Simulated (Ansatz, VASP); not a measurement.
**Two plane-wave programs on GaN**

Contents of POSCAR:

```
GaN
1.0
    0.0422531364      2.2535006075      2.2535006075
    2.2535006075      0.0422531364      2.2535006075
    2.2957537439      2.2957537439      0.0000000000
Ga N
1 1
Direct
    0.0000000000      0.0000000000      0.0000000000
    0.7500000000      0.7500000000      0.7500000000
```

INCAR.step1

```
SYSTEM = GaN
ALGO = Normal
EDIFF = 1E-4
ENCUT = 520
GGA = PE
ISMEAR = 0
LASPH = .TRUE.
LCHARG = .FALSE.
LREAL = .FALSE.
LWAVE = .TRUE.
NBANDS = 16
NELM = 80
PREC = Accurate
SIGMA = 0.05
```

The input INCAR.step2:

```
SYSTEM = GaN
ALGO = Normal
EDIFF = 1E-7
ENCUT = 520
ISIF = 2
ISMEAR = 0
ISTART = 1
LASPH = .TRUE.
LCHARG = .FALSE.
LMIXTAU = .TRUE.
LREAL = .FALSE.
LWAVE = .FALSE.
METAGGA = R2SCAN
NBANDS = 16
NELM = 80
PREC = Accurate
SIGMA = 0.05
```

The input KPOINTS:

```
k-points
0
G
  10 10 10
  0 0 0
```

Input for Ansatz:

```yaml
crystal:
  lattice:
    - [0.0422531364, 2.2535006075, 2.2535006075]
    - [2.2535006075, 0.0422531364, 2.2535006075]
    - [2.2957537439, 2.2957537439, 0.0]
  atoms:
    - { symbol: Ga, position: [0.0, 0.0, 0.0] }
    - { symbol: "N", position: [0.75, 0.75, 0.75] }
basis:
  ecutwfc: 500
kpoints:
  mp_grid: { grid: [10, 10, 10] }
hamiltonian:
  xc: r2scan
scf:
  occupations: { method: gaussian, width: 0.05 }
output:
  forces: true
  stress: true
  eigenvalues: true
```

Change from the starting cell: strain +0.0375 x Voigt [0, 0, 0, 0, 0, 1], atoms carried along.

Alike in both runs: task single point; functional r2SCAN; k mesh 10 × 10 × 10; occupations gaussian, width 0.05 eV; no spin polarisation.

```csv
,VASP,Ansatz
version,VASP 6.6.1,Ansatz 0.2.0
potentials or method,"VASP PAW PBE potentials, release 64 (Ga_d, N), cutoff 520 eV","scalar-relativistic, plane waves, PAW"
valence electrons in the cell,18,18
```

|  | VASP | Ansatz | Ansatz less VASP |
| --- | --- | --- | --- |
| gap on the k mesh at the Fermi level (eV) | 2.02 | 2.03 | +0.010 |
| least direct gap on the mesh (eV) | 2.02 | 2.03 | +0.010 |
| pressure (GPa) | 0.2 | -0.8 | -1.03 |
| traceless stress, the component that is largest in VASP (GPa) | -7.47 | -7.38 | +0.081 |
| rms of the force components (eV/Å) | 0.183 | 0.176 | -0.0069 |

VASP's potentials were made for PBE, not for r2SCAN. Atom by atom the forces differ by 0.007 eV/Å (rms over components).
